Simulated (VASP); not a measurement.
# Ti in VASP: notebook

Ti is run at these levels: PBE; tasks: electric field gradients.

Everything below comes from runs of VASP 6.6.1. Logs are shortened: lines on timing, memory, paths and dates and some standing lists are left out, and cuts for length are marked.

### 1 The cell of the first run

Symmetry: Im-3m, No. 229, cubic system. Conventional cell: a = 3.254 Å, b = 3.254 Å, c = 3.254 Å, α = 90.00°, β = 90.00°, γ = 90.00°. Ti (site symmetry m-3m) has 14 Ti at 2.82 to 3.25 Å within 3.7 Å.

### 2 Electric field gradients, PBE (volume scaled by 0.975)

Contents of INCAR:

```
SYSTEM = Ti
  PREC = Accurate
  ENCUT = 520
  EDIFF = 1E-8
  ISMEAR = -1
  SIGMA = 0.05
  LREAL = .False.
  LASPH = .True.
  NELM = 100
  ALGO = Normal
  ISIF = 2
  LWAVE = .False.
  LCHARG = .False.
  GGA = PE
  LEFG = .True.
  NBANDS = 12
```

Contents of KPOINTS:

```
regular mesh
0
Gamma
  14 14 14
  0 0 0
```

Contents of POSCAR:

```
Ti
1.0
   -1.6272094320      1.6272094320      1.6272094320
    1.6272094320     -1.6272094320      1.6272094320
    1.6272094320      1.6272094320     -1.6272094320
Ti
1
Direct
    0.0000000000      0.0000000000      0.0000000000
```

Potentials or basis: VASP PAW PBE potentials, release 64 (Ti_sv).

Started as:

```console
$ cat potpaw_PBE.64/Ti_sv/POTCAR > POTCAR
$ mpirun -np 1 vasp_std > vasp.out
```

OUTCAR:

```text
SYSTEM = Ti
   PREC = Accurate
   ENCUT = 520
   EDIFF = 1E-8
   ISMEAR = -1
   LREAL = .False.
   LASPH = .True.
   NELM = 100
   ISIF = 2
   GGA = PE

 ion  position               nearest neighbor table
   1  0.000  0.000  0.000-

  LATTYP: Found a body centered cubic cell.
 ALAT       =     3.2544188640

  Lattice vectors:

 A1 = (  -1.6272094320,   1.6272094320,   1.6272094320)
 A2 = (   1.6272094320,  -1.6272094320,   1.6272094320)
 A3 = (   1.6272094320,   1.6272094320,  -1.6272094320)

Analysis of symmetry for initial positions (statically):
=====================================================================
 Subroutine PRICEL returns:
 Original cell was already a primitive cell.

 Routine SETGRP: Setting up the symmetry group for a
 body centered cubic supercell.

 Subroutine GETGRP returns: Found 48 space group operations
 (whereof 48 operations were pure point group operations)
 out of a pool of 48 trial point group operations.

The static configuration has the point symmetry O_h .

Analysis of symmetry for dynamics (positions and initial velocities):
=====================================================================
 Subroutine PRICEL returns:
 Original cell was already a primitive cell.

 Routine SETGRP: Setting up the symmetry group for a
 body centered cubic supercell.

 Subroutine GETGRP returns: Found 48 space group operations
 (whereof 48 operations were pure point group operations)
 out of a pool of 48 trial point group operations.

The dynamic configuration has the point symmetry O_h .

 Subroutine INISYM returns: Found 48 space group operations
 (whereof 48 operations are pure point group operations),
 and found     1 'primitive' translations

----------------------------------------------------------------------------------------

                                     Primitive cell

  volume of cell :      17.2342

  direct lattice vectors                    reciprocal lattice vectors
    -1.627209432  1.627209432  1.627209432     0.000000000  0.307274522  0.307274522
     1.627209432 -1.627209432  1.627209432     0.307274522  0.000000000  0.307274522
     1.627209432  1.627209432 -1.627209432     0.307274522  0.307274522  0.000000000

  length of vectors
     2.818409411  2.818409411  2.818409411     0.434551796  0.434551796  0.434551796

  position of ions in fractional coordinates (direct lattice)
     0.000000000  0.000000000  0.000000000

  ion indices of the primitive-cell ions
   primitive index   ion index
                 1           1

----------------------------------------------------------------------------------------

 KPOINTS: regular mesh

Automatic generation of k-mesh.
 Grid dimensions read from file:
 generate k-points for:   14   14   14

 Generating k-lattice:

  Cartesian coordinates                     Fractional coordinates (reciprocal lattice)
     0.000000000  0.021948180  0.021948180     0.071428571  0.000000000  0.000000000
     0.021948180  0.000000000  0.021948180     0.000000000  0.071428571  0.000000000
     0.021948180  0.021948180  0.000000000     0.000000000  0.000000000  0.071428571

  Length of vectors
     0.031039414  0.031039414  0.031039414

  Shift w.r.t. Gamma in fractional coordinates (k-lattice)
     0.000000000  0.000000000  0.000000000

 Subroutine IBZKPT returns following result:
 ===========================================

 Found    104 irreducible k-points:

 Following reciprocal coordinates:
            Coordinates               Weight
  0.000000  0.000000  0.000000      1.000000
  0.071429  0.000000  0.000000     12.000000
  0.142857  0.000000  0.000000     12.000000
  0.214286  0.000000  0.000000     12.000000
  0.285714  0.000000  0.000000     12.000000
  0.357143  0.000000  0.000000     12.000000
[... 16 lines left out ...]
  0.285714  0.285714  0.000000     24.000000
  0.357143  0.285714  0.000000     24.000000
 [... further k-points ...]
   k-points           NKPTS =    104   k-points in BZ     NKDIM =    104   number of bands    NBANDS=     12
   number of dos      NEDOS =    301   number of ions     NIONS =      1
   total plane-waves  NPLWV =  13824
   dimension x,y,z NGX =    24 NGY =   24 NGZ =   24
   dimension x,y,z NGXF=    48 NGYF=   48 NGZF=   48
   ions per type =               1
   NGX,Y,Z   is equivalent  to a cutoff of  14.16, 14.16, 14.16 a.u.
   NGXF,Y,Z  is equivalent  to a cutoff of  28.31, 28.31, 28.31 a.u.
 SYSTEM =  Ti
   PREC   = accura    normal or accurate (medium, high low for compatibility)
   ISTART =      0    job   : 0-new  1-cont  2-samecut
   ICHARG =      2    charge: 1-file 2-atom 10-const
   ISPIN  =      1    spin polarized calculation?
   LNONCOLLINEAR =      F non collinear calculations
   LSORBIT =      F    spin-orbit coupling
   LASPH  =      T    aspherical Exc in radial PAW
   ENCUT  =  520.0 eV  38.22 Ry    6.18 a.u.   5.24  5.24  5.24*2*pi/ulx,y,z
   NELM   =    100;   NELMIN=  2; NELMDL= -5     # of ELM steps
   EDIFF  = 0.1E-07   stopping-criterion for ELM
   LREAL  =      F    real-space projection
   EDIFFG = 0.1E-06   stopping-criterion for IOM
   NSW    =      0    number of steps for IOM
   IBRION =     -1    ionic relax: 0-MD 1-quasi-New 2-CG
   NFREE  =      0    steps in history (QN), initial steepest desc. (CG)
   ISIF   =      2    stress and relaxation
   ISYM   =      2    0-nonsym 1-usesym 2-fastsym
   POTIM  = 0.5000    time-step for ionic-motion
   TEBEG  =    0.0;   TEEND  =   0.0 temperature during run
   PSTRESS=    0.0 pullay stress
   NELECT =      12.0000    total number of electrons
   NUPDOWN=      -1.0000    fix difference up-down
   EMIN   =  10.00;   EMAX   =-10.00  energy-range for DOS
   EFERMI =   0.00;   METHOD = LEGACY
   ISMEAR =    -1;   SIGMA  =   0.05  broadening in eV -4-tet -1-fermi 0-gaus
   EFERMI_NEDOS =   21; number of points for ismear=-14 and -15
   IALGO  =     38    algorithm
   IMIX   =      4    mixing-type and parameters
     AMIX     =   0.40;   BMIX     =  1.00
     AMIX_MAG =   1.60;   BMIX_MAG =  1.00
  volume/ion in A,a.u.               =      17.23       116.30
  Fermi-wavevector in a.u.,A,eV,Ry     =   1.451015  2.742020 28.646298  2.105444
  Thomas-Fermi vector in A             =   2.568560
   LORBIT       =      0    0 simple, 1 ext, 2 COOP (PROOUT), +10 PAW based schemes
   GGA     = PE    functional components
[... 5 lines left out ...]
 non-spin polarized calculation
  energy-cutoff  :      520.00
  volume of cell :       17.23
 maximum number of plane-waves:       476
 NGX is ok and might be reduce to    24
   NGX = 11   NGY = 11   NGZ = 11

 number of electron      11.9999997 magnetization

 Free energy of the ion-electron system (eV)
  ---------------------------------------------------
  ext. energy  EPLUGINS =         0.00000000
  ---------------------------------------------------
  free energy    TOTEN  =        -7.73347484 eV

  energy without entropy =       -7.71331805  energy(sigma->0) =       -7.72339645

 E-fermi :   8.1574     XC(G=0): -11.5305

 val. band max:        8.1573948434   @ k =   0.5000   0.5000   0.1429
 cond. band min:       8.1631047191   @ k =   0.3571   0.2143   0.0000
 fundamental gap:      0.0057098756
 Fermi energy:         8.1574222177

 k-point     1 :       0.0000    0.0000    0.0000
  band No.  band energies     occupation
      1     -48.3514      2.00000
      2     -24.1988      2.00000
      3     -24.1988      2.00000
      4     -24.1988      2.00000
      5       2.1965      2.00000
      6       9.1610      0.00000
      7       9.1610      0.00000
      8       9.1610      0.00000
      9      10.9343      0.00000
     10      10.9343      0.00000
     11      25.6340      0.00000
     12      25.6340      0.00000

 k-point     2 :       0.0714    0.0000    0.0000
  band No.  band energies     occupation
      1     -48.3447      2.00000
      2     -24.2343      2.00000
      3     -24.2097      2.00000
      4     -24.1990      2.00000
      5       2.3723      2.00000
      6       9.0807      0.00000
      7       9.1378      0.00000
      8       9.2889      0.00000
      9      10.8419      0.00000
     10      10.9392      0.00000
     11      25.3648      0.00000
     12      25.6128      0.00000
[... 301 lines left out ...]
 k-point    23 :       0.2857    0.2857    0.0000
  band No.  band energies     occupation
      1     -48.2042      2.00000
      2     -24.7491      2.00000
      3     -24.5635      2.00000
      4     -24.2789      2.00000
      5       6.8881      2.00000
      6       7.5128      1.99999
      7       8.0016      1.91520
      8      10.9206      0.00000
      9      11.3239      0.00000
     10      14.4302      0.00000
     11      17.7962      0.00000
     12      18.0354      0.00000

 k-point    24 :       0.3571    0.2857    0.0000
  band No.  band energies     occupation
      1     -48.2000      2.00000
      2     -24.7221      2.00000
      3     -24.6152      2.00000
      4     -24.2824      2.00000
      5       7.0564      2.00000
      6       7.6221      1.99996
      7       7.8106      1.99806
      8      11.0416      0.00000
      9      11.2771      0.00000
     10      15.3574      0.00000
     11      16.6979      0.00000
     12      17.7584      0.00000

 [... further k-points ...]
[... 5 lines left out ...]
  --------------------------------------------------------------------------------------
  -------------------------------------------------------------------------------------
  Total       -0.0071217     -0.0071217     -0.0071217     -0.0000000      0.0000000     -0.0000000
  in kB       -0.6620742     -0.6620742     -0.6620742     -0.0000000      0.0000000     -0.0000000
  external PRESSURE =      -0.6620742 kB  Pullay stress =       0.0000000 kB

 VOLUME and BASIS-vectors are now :
 -----------------------------------------------------------------------------
  energy-cutoff  :      520.00
  volume of cell :       17.23
      direct lattice vectors                 reciprocal lattice vectors
    -1.627209432  1.627209432  1.627209432     0.000000000  0.307274522  0.307274522
     1.627209432 -1.627209432  1.627209432     0.307274522  0.000000000  0.307274522
     1.627209432  1.627209432 -1.627209432     0.307274522  0.307274522  0.000000000

 POSITION                                       TOTAL-FORCE (eV/Angst)
 -----------------------------------------------------------------------------------
      0.00000      0.00000      0.00000         0.000000     -0.000000     -0.000000
 -----------------------------------------------------------------------------------
    total drift:                                0.000000      0.000000     -0.000000

  FREE ENERGIE OF THE ION-ELECTRON SYSTEM (eV)
  ---------------------------------------------------
  free  energy   TOTEN  =        -7.7334748408 eV

  energy  without entropy=       -7.7133180516  energy(sigma->0) =       -7.72339645

 Electric field gradients (V/A^2)
---------------------------------------------------------------------
 ion       V_xx      V_yy      V_zz      V_xy      V_xz      V_yz
---------------------------------------------------------------------
   1       0.000    -0.000    -0.000     0.000     0.000     0.000
---------------------------------------------------------------------

 Electric field gradients after diagonalization (V/A^2)
 (convention: |V_zz| > |V_xx| > |V_yy|)
----------------------------------------------------------------------
 ion       V_xx      V_yy      V_zz     asymmetry (V_yy - V_xx)/ V_zz
----------------------------------------------------------------------
   1      -0.000    -0.000     0.000       0.000
----------------------------------------------------------------------

           NMR quadrupolar parameters

 Cq : quadrupolar parameter    Cq=e*Q*V_zz/h
 eta: asymmetry parameters     (V_yy - V_xx)/ V_zz
 Q  : nuclear electric quadrupole moment in mb (millibarn)
----------------------------------------------------------------------
 ion       Cq(MHz)       eta       Q (mb)
----------------------------------------------------------------------
   1       0.000       0.000       1.000
----------------------------------------------------------------------
```

Run time: 8.2 s. Hardware: 1 thread of Intel Xeon 6975P-C (Granite Rapids), shared host; peak memory 0.15 GiB.

What came out:

| Quantity | Value |
| --- | --- |
| Free energy | -7.7335 eV |
| Pressure | -0.1 GPa |
| Band gap on the k mesh | zero (band 6 reaches 9.16 eV, above the bottom of band 7 at 7.51 eV) |

Caveat: without QUAD_EFG the Cq values of the log hold for a quadrupole moment of 1 mb, not for the nuclei.

[end of part 1 of 3]
